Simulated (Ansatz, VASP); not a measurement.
# One calculation of BN, two programs

Contents of POSCAR:

```
BN
1.0
    0.0000000000      1.8673910300      1.8130010000
    1.8673910300      0.0000000000      1.8130010000
    1.8673910300      1.8673910300      0.0000000000
B N
1 1
Direct
    0.0000000000      0.0000000000      0.0000000000
    0.7500000000      0.7500000000      0.7500000000
```

The input INCAR.step1:

```
PREC     = Accurate       # precision mode
ENCUT    = 520            # plane-wave cutoff, eV
ISMEAR   = 0              # smearing method
SIGMA    = 0.05           # smearing width, eV
LREAL    = False          # projectors in reciprocal space
LASPH    = True           # aspherical terms in the spheres
NELM     = 80             # most SCF steps
NBANDS   = 11             # bands
GGA      = PE             # functional
ALGO     = Normal         # electronic algorithm
EDIFF    = 1E-4           # SCF threshold, eV
LWAVE    = True           # write WAVECAR
LCHARG   = False          # write CHGCAR
```

The input INCAR.step2:

```
PREC     = Accurate       # precision mode
ENCUT    = 520            # plane-wave cutoff, eV
EDIFF    = 1E-6           # SCF threshold, eV
ISMEAR   = 0              # smearing method
SIGMA    = 0.05           # smearing width, eV
LREAL    = False          # projectors in reciprocal space
LASPH    = True           # aspherical terms in the spheres
NELM     = 80             # most SCF steps
ALGO     = Normal         # electronic algorithm
ISIF     = 2              # what is computed and relaxed
LWAVE    = False          # write WAVECAR
LCHARG   = False          # write CHGCAR
METAGGA  = R2SCAN         # meta-GGA
LMIXTAU  = True         
NBANDS   = 11             # bands
ISTART   = 1
```

The input KPOINTS:

```
Automatic mesh
0
Gamma
  12 12 12
```

Input for Ansatz:

```yaml
crystal:
  lattice:
    - [0.0, 1.86739103, 1.813001]
    - [1.86739103, 0.0, 1.813001]
    - [1.86739103, 1.86739103, 0.0]
  atoms:
    - { symbol: B, position: [0.0, 0.0, 0.0] }
    - { symbol: "N", position: [0.75, 0.75, 0.75] }
basis:
  ecutwfc: 500
kpoints:
  mp_grid: { grid: [12, 12, 12] }
hamiltonian:
  xc: r2scan
scf:
  occupations: { method: gaussian, width: 0.05 }
output:
  forces: true
  stress: true
  eigenvalues: true
  write_density: true
  write_potential: true
  elf: true
  volumetric_format: npy
```

Change from the starting cell: strain +0.030 along x and y, +0.000 along z, atoms carried along.

Alike in both runs: task single point; functional r2SCAN; k mesh 12 × 12 × 12; occupations gaussian, width 0.05 eV; no spin polarisation.

```csv
,VASP,Ansatz
version,VASP 6.6.1,Ansatz 0.2.0
potentials or method,"VASP PAW PBE potentials, release 64 (B, N), cutoff 520 eV","scalar-relativistic, plane waves, PAW"
valence electrons in the cell,8,8
```

```csv
,VASP,Ansatz,Ansatz less VASP
gap on the k mesh at the Fermi level (eV),4.39,4.41,+0.017
least direct gap on the mesh (eV),8.88,8.91,+0.030
pressure (GPa),-24.1,-24.9,-0.84
"traceless stress, the component that is largest in VASP (GPa)",11.37,11.40,+0.033
```

VASP's potentials were made for PBE, not for r2SCAN.
